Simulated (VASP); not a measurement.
Runs of VASP 6.6.1 on TiSi. The structure is that of space group Cmmm (No. 65), or close to it. The cells are those of the table. 

| task | cell | cutoff (eV) | gap on the mesh (eV) | pressure (GPa) |
| --- | --- | --- | --- | --- |
| relaxation of shape and atoms at fixed volume | relaxed from a = 3.564, b = 7.502, c = 4.101 Å, 8 atoms | 500 | none | 4.5 |
| single point | a = 3.649, b = 7.659, c = 4.288 Å, 8 atoms | 520 | none | (a) |
| single point | a = 3.623, b = 7.620, c = 4.218 Å, 8 atoms | 520 | none | -3.8 |
| single point | a = 3.601, b = 7.579, c = 4.143 Å, 8 atoms | 520 | none | 0.0 |
| single point | a = 3.583, b = 7.533, c = 4.063 Å, 8 atoms | 520 | none | 4.5 |

Alike in all rows: level PBEsol; potentials or basis VASP PAW PBE potentials, release 64 (Ti_sv, Si); no spin polarisation; k mesh 10 × 6 × 10; smearing gaussian 0.1 eV.

Fill in the values left out.

(a) -7.1.

Caveats: the PAW data sets were made with another functional, which shifts forces and pressure a little; the cell stands under tension (at least some runs); the cell stands under pressure (at least some runs).

A gap of «none» marks levels without a gap at the run's occupations.
